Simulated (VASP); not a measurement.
# MoSe2 (P6_3/mmc) in VASP: further runs

MoSe2 is run at these levels: LDA; tasks: elastic constants.

Everything below comes from runs of VASP 6.6.1. Logs are shortened: lines on timing, memory, paths and dates and some standing lists are left out, and cuts for length are marked.

**1. The cell of the first run**

The structure is hexagonal, space group P6_3/mmc (No. 194). Conventional cell: a = 3.248 Å, b = 3.248 Å, c = 12.740 Å, α = 90.00°, β = 90.00°, γ = 120.00°. Mo (site symmetry -6m2) has 6 Se at 2.50 Å and 6 Mo at 3.25 Å within 3.3 Å. Se (site symmetry 3m) has 3 Mo at 2.50 Å and 7 Se at 3.25 to 3.31 Å within 3.4 Å.

**2. Elastic constants, LDA**

File INCAR:

```
PREC = Accurate
ENCUT = 500
EDIFF = 1E-8
ISMEAR = 0
SIGMA = 0.01
LREAL = F
LASPH = T
NELM = 120
ALGO = Normal
ISIF = 3
LWAVE = F
LCHARG = F
NBANDS = 35
IBRION = 6
NFREE = 2
POTIM = 0.015
NSW = 1
GGA_COMPAT = F
```

File KPOINTS:

```
Automatic mesh
0
Gamma
  6 6 2
```

File POSCAR:

```
MoSe2
1.0
    3.2484431262      0.0000000000      0.0000000000
   -1.6242215631      2.8132342700      0.0000000000
    0.0000000000      0.0000000000     12.7404402685
Mo Se
2 4
Direct
    0.3333333333      0.6666666667      0.2500000000
    0.6666666667      0.3333333333      0.7500000000
    0.3333333333      0.6666666667      0.6199098049
    0.6666666667      0.3333333333      0.1199098049
    0.3333333333      0.6666666667      0.8800901951
    0.6666666667      0.3333333333      0.3800901951
```

Potentials or basis: VASP PAW LDA potentials, release 64 (Mo_sv, Se).

The run is started by

```bash
$ cat potpaw_LDA.64/Mo_sv/POTCAR potpaw_LDA.64/Se/POTCAR > POTCAR
$ mpirun -np 1 vasp_std > vasp.out
```

OUTCAR:

```text
PREC = Accurate
   ENCUT = 500
   EDIFF = 1E-8
   ISMEAR = 0
   LREAL = F
   LASPH = T
   NELM = 120
   ISIF = 3
   IBRION = 6
   NFREE = 2
   POTIM = 0.015
   NSW = 1

 ion  position               nearest neighbor table
   1  0.333  0.667  0.250-   4 2.50   6 2.50   4 2.50   6 2.50   4 2.50   6 2.50
   2  0.667  0.333  0.750-   3 2.50   5 2.50   3 2.50   5 2.50   3 2.50   5 2.50
   3  0.333  0.667  0.620-   2 2.50   2 2.50   2 2.50
   4  0.667  0.333  0.120-   1 2.50   1 2.50   1 2.50
   5  0.333  0.667  0.880-   2 2.50   2 2.50   2 2.50
   6  0.667  0.333  0.380-   1 2.50   1 2.50   1 2.50

  LATTYP: Found a hexagonal cell.
 ALAT       =     3.2484431262
 C/A-ratio  =     3.9220142615

  Lattice vectors:

 A1 = (   3.2484431262,   0.0000000000,   0.0000000000)
 A2 = (  -1.6242215631,   2.8132342700,   0.0000000000)
 A3 = (   0.0000000000,   0.0000000000,  12.7404402685)

Analysis of symmetry for initial positions (statically):
=====================================================================
 Subroutine PRICEL returns:
 Original cell was already a primitive cell.

 Routine SETGRP: Setting up the symmetry group for a
 hexagonal supercell.

 Subroutine GETGRP returns: Found 24 space group operations
 (whereof 12 operations were pure point group operations)
 out of a pool of 24 trial point group operations.

The static configuration has the point symmetry D_3d.
 The point group associated with its full space group is D_6h.

Analysis of symmetry for dynamics (positions and initial velocities):
=====================================================================
 Subroutine PRICEL returns:
 Original cell was already a primitive cell.

 Routine SETGRP: Setting up the symmetry group for a
 hexagonal supercell.

 Subroutine GETGRP returns: Found 24 space group operations
 (whereof 12 operations were pure point group operations)
 out of a pool of 24 trial point group operations.

The dynamic configuration has the point symmetry D_3d.
 The point group associated with its full space group is D_6h.

 Subroutine INISYM returns: Found 24 space group operations
 (whereof 12 operations are pure point group operations),
 and found     1 'primitive' translations

----------------------------------------------------------------------------------------

                                     Primitive cell

  volume of cell :     116.4302

  direct lattice vectors                    reciprocal lattice vectors
     3.248443126  0.000000000  0.000000000     0.307839775  0.177731377  0.000000000
    -1.624221563  2.813234270  0.000000000     0.000000000  0.355462754  0.000000000
     0.000000000  0.000000000 12.740440269     0.000000000  0.000000000  0.078490223

  length of vectors
     3.248443126  3.248443126 12.740440269     0.355462754  0.355462754  0.078490223

  position of ions in fractional coordinates (direct lattice)
     0.333333333  0.666666667  0.250000000
     0.666666667  0.333333333  0.750000000
     0.333333333  0.666666667  0.619909805
     0.666666667  0.333333333  0.119909805
     0.333333333  0.666666667  0.880090195
     0.666666667  0.333333333  0.380090195

  ion indices of the primitive-cell ions
   primitive index   ion index
                 1           1
                 2           2
                 3           3
                 4           4
                 5           5
                 6           6

----------------------------------------------------------------------------------------

[... 96 lines left out ...]
   NGX = 11   NGY = 11   NGZ = 47

--------------------------------------- Ionic step        1  -------------------------------------------

 number of electron      51.9999991 magnetization

 Free energy of the ion-electron system (eV)
  ---------------------------------------------------
  ext. energy  EPLUGINS =         0.00000000
  ---------------------------------------------------
  free energy    TOTEN  =       -45.26896157 eV

  energy without entropy =      -45.26896157  energy(sigma->0) =      -45.26896157

------------------------ aborting loop because EDIFF is reached ----------------------------------------

  FORCE on cell =-STRESS in cart. coord.  units (eV):
  Direction    XX          YY          ZZ          XY          YZ          ZX
  --------------------------------------------------------------------------------------
  -------------------------------------------------------------------------------------
  Total        0.3642428      0.3642428      0.4805131     -0.0000000      0.0000000      0.0000000
  in kB        5.0122879      5.0122879      6.6122641     -0.0000000      0.0000000      0.0000000
  external PRESSURE =       5.5456133 kB  Pullay stress =       0.0000000 kB
[... 101 lines left out ...]
  FREE ENERGIE OF THE ION-ELECTRON SYSTEM (eV)
  ---------------------------------------------------
  free  energy   TOTEN  =       -45.2432417906 eV

  energy  without entropy=      -45.2432417906  energy(sigma->0) =      -45.24324179

[... ionic steps 4 to 18 ...]

--------------------------------------- Ionic step       19  -------------------------------------------

 number of electron      51.9999992 magnetization

------------------------ aborting loop because EDIFF is reached ----------------------------------------
[... 75 lines left out ...]
--------------------------------------- Ionic step       21  -------------------------------------------

 number of electron      51.9999992 magnetization

 Free energy of the ion-electron system (eV)
  ---------------------------------------------------
  ext. energy  EPLUGINS =         0.00000000
  ---------------------------------------------------
  free energy    TOTEN  =       -45.26836239 eV

  energy without entropy =      -45.26836239  energy(sigma->0) =      -45.26836239

 E-fermi :   6.9866     XC(G=0): -11.1489

 val. band max:        6.9119444364   @ k =   0.0000   0.0000   0.0000
 cond. band min:       7.6595838734   @ k =   0.1667   0.1667   0.0000
 fundamental gap:      0.7476394370
 Fermi energy:         6.9865788365

 k-point     1 :       0.0000    0.0000    0.0000
  band No.  band energies     occupation
      1     -53.9135      2.00000
      2     -53.9073      2.00000
      3     -28.3104      2.00000
      4     -28.3020      2.00000
      5     -28.0662      2.00000
      6     -28.0662      2.00000
[... 554 lines left out ...]
  FREE ENERGIE OF THE ION-ELECTRON SYSTEM (eV)
  ---------------------------------------------------
  free  energy   TOTEN  =       -45.2683623934 eV

  energy  without entropy=      -45.2683623934  energy(sigma->0) =      -45.26836239

 INTERNAL STRAIN TENSORS FROM STRAINED CELLS
 ============================================

 INTERNAL STRAIN TENSOR FOR ION    1 for displacements in x,y,z  (eV/Angst):
          X           Y           Z          XY          YZ          ZX
  --------------------------------------------------------------------------------
  x     0.00000    -0.00000    -0.00000    -7.30379     0.00000     0.00000
  y    -7.31152     7.31904    -0.00000    -0.00011    -0.00008     0.00002
  z     0.00000     0.00000    -0.00000    -0.00000    -0.00056    -0.00000

 INTERNAL STRAIN TENSORS FROM DISPLACED ATOMS
 ============================================

 INTERNAL STRAIN TENSOR FOR ION    1 for displacements in x,y,z  (eV/Angst):
          X           Y           Z          XY          YZ          ZX
  --------------------------------------------------------------------------------
  x     0.00000     0.00000     0.00000    -7.29883     0.00000     0.00000
  y    -7.29883     7.29883    -0.00000     0.00000     0.00000     0.00000
  z    -0.00000     0.00000     0.00000    -0.00000     0.00000     0.00000

 INTERNAL STRAIN TENSOR FOR ION    6 for displacements in x,y,z  (eV/Angst):
          X           Y           Z          XY          YZ          ZX
  --------------------------------------------------------------------------------
  x     0.00000     0.00000     0.00000     3.74664     0.00000   -13.35766
  y     3.74664    -3.74664     0.00000     0.00000   -13.35766     0.00000
  z   -10.17444   -10.17444   -27.36761     0.00000     0.00000     0.00000

 Eigenvectors and eigenvalues of the dynamical matrix
 ----------------------------------------------------

   1 f  =   10.747011 THz    67.525462 2PiTHz  358.481702 cm-1    44.446046 meV
             X         Y         Z           dx          dy          dz
     -0.000000  1.875490  3.185110     0.000000   -0.000000   -0.557348
      1.624222  0.937745  9.555330    -0.000000   -0.000000    0.557348
     -0.000000  1.875490  7.897924     0.000000    0.000000   -0.307704
      1.624222  0.937745  1.527704    -0.000000    0.000000    0.307704
     -0.000000  1.875490 11.212737     0.000000    0.000000   -0.307704
      1.624222  0.937745  4.842516    -0.000000    0.000000    0.307704
[... 145 lines left out ...]
  18 f/i=    0.001122 THz     0.007048 2PiTHz    0.037416 cm-1     0.004639 meV
             X         Y         Z           dx          dy          dz
     -0.000000  1.875490  3.185110    -0.000000    0.000000   -0.434639
      1.624222  0.937745  9.555330    -0.000000    0.000000   -0.434639
     -0.000000  1.875490  7.897924    -0.000000    0.000000   -0.394391
      1.624222  0.937745  1.527704    -0.000000    0.000000   -0.394391
     -0.000000  1.875490 11.212737    -0.000000    0.000000   -0.394391
      1.624222  0.937745  4.842516    -0.000000    0.000000   -0.394391

--------------------------------------------------------------------------------------------------------

 ELASTIC MODULI CONTR FROM IONIC RELAXATION (kBar)
 Direction    XX          YY          ZZ          XY          YZ          ZX
 --------------------------------------------------------------------------------
 XX        -401.8755   -235.9685   -857.8493     -0.0000     -0.0000     -0.0000
 YY        -235.9685   -401.8755   -857.8493      0.0000      0.0000      0.0000
 ZZ        -857.8493   -857.8493  -2307.4779     -0.0000     -0.0000      0.0000
 XY          -0.0000      0.0000     -0.0000    -82.9535     -0.0000     -0.0000
 YZ          -0.0000      0.0000     -0.0000     -0.0000  -1146.9062     -0.0000
 ZX          -0.0000      0.0000      0.0000      0.0000     -0.0000  -1146.9063
 --------------------------------------------------------------------------------

 TOTAL ELASTIC MODULI (kBar)
 Direction    XX          YY          ZZ          XY          YZ          ZX
 --------------------------------------------------------------------------------
 XX        1973.9101    458.8116    136.8880     -0.0000     -0.0000     -0.0000
 YY         458.8116   1973.9101    136.8880      0.0000      0.0000      0.0000
 ZZ         136.8880    136.8880    539.6709     -0.0000     -0.0000      0.0000
 XY          -0.0000      0.0000     -0.0000    757.5493     -0.0000     -0.0000
 YZ          -0.0000      0.0000     -0.0000     -0.0000    205.8204     -0.0000
 ZX          -0.0000      0.0000      0.0000      0.0000     -0.0000    205.8204
 --------------------------------------------------------------------------------
```

It took 17 min on 1 thread of Intel Xeon Platinum 8259CL at 2.50GHz (Skylake/Cascade Lake), shared host; peak memory 0.37 GiB.

What came out:

```
Voigt bulk modulus                                      : 66 GPa
Highest phonon frequency at Γ, LO-TO splitting left out : 358 cm⁻¹
```

Phonon frequencies in cm⁻¹ (negative: imaginary):
```csv
q point,frequencies
"(0.000, 0.000, 0.000)",0 0 0 29 29 45 170 170 172 172 245 248 290 290 290 290 355 358
```

Elastic tensor in Voigt notation (GPa, in the Cartesian axes of the cell as first typed):
```
197  46  14   0   0   0
 46 197  14   0   0   0
 14  14  54   0   0   0
  0   0   0  21   0   0
  0   0   0   0  21   0
  0   0   0   0   0  76
```

Clamped-ion elastic tensor (GPa):
```
238  69  99   0   0   0
 69 238  99   0   0   0
 99  99 285   0   0   0
  0   0   0 135   0   0
  0   0   0   0 135   0
  0   0   0   0   0  84
```

Caveat: the k points lie up to 0.37 Å⁻¹ apart.

**3. Elastic constants, LDA**

File INCAR:

```
SYSTEM = MoSe2
PREC = Accurate
ENCUT = 500
EDIFF = 1E-8
ISMEAR = 0
SIGMA = 0.01
LREAL = .FALSE.
LASPH = .TRUE.
NELM = 120
ALGO = Normal
ISIF = 3
LWAVE = .FALSE.
LCHARG = .FALSE.
NBANDS = 35
IBRION = 6
NFREE = 2
POTIM = 0.015
NSW = 1
GGA_COMPAT = .FALSE.
```

File KPOINTS:

```
regular mesh
0
G
  6 6 2
  0 0 0
```

POSCAR is that of step 2.

Potentials or basis: VASP PAW LDA potentials, release 64 (Mo_sv, Se).

The run is started by

```bash
$ cat potpaw_LDA.64/Mo_sv/POTCAR potpaw_LDA.64/Se/POTCAR > POTCAR
$ mpirun -np 1 vasp_std > vasp.out
```

Run time: 23 min. Hardware: 1 thread of Oxide Virtual Turin-like, shared host; peak memory 0.34 GiB.

The run converged. Its results:

* Voigt bulk modulus: 66 GPa
* Highest phonon frequency at Γ, LO-TO splitting left out: 358 cm⁻¹

Phonon frequencies in cm⁻¹ (negative: imaginary):
```
              q point                                                     frequencies
(0.000, 0.000, 0.000)  0 0 0 29 29 45 170 170 172 172 245 248 290 290 290 290 355 358
```

Elastic tensor in Voigt notation (GPa, in the Cartesian axes of the cell as first typed):
```
197  46  14   0   0   0
 46 197  14   0   0   0
 14  14  54   0   0   0
  0   0   0  21   0   0
  0   0   0   0  21   0
  0   0   0   0   0  76
```

Clamped-ion elastic tensor (GPa):
```
238  69  99   0   0   0
 69 238  99   0   0   0
 99  99 285   0   0   0
  0   0   0 135   0   0
  0   0   0   0 135   0
  0   0   0   0   0  84
```

Caveat: the k points lie up to 0.37 Å⁻¹ apart.
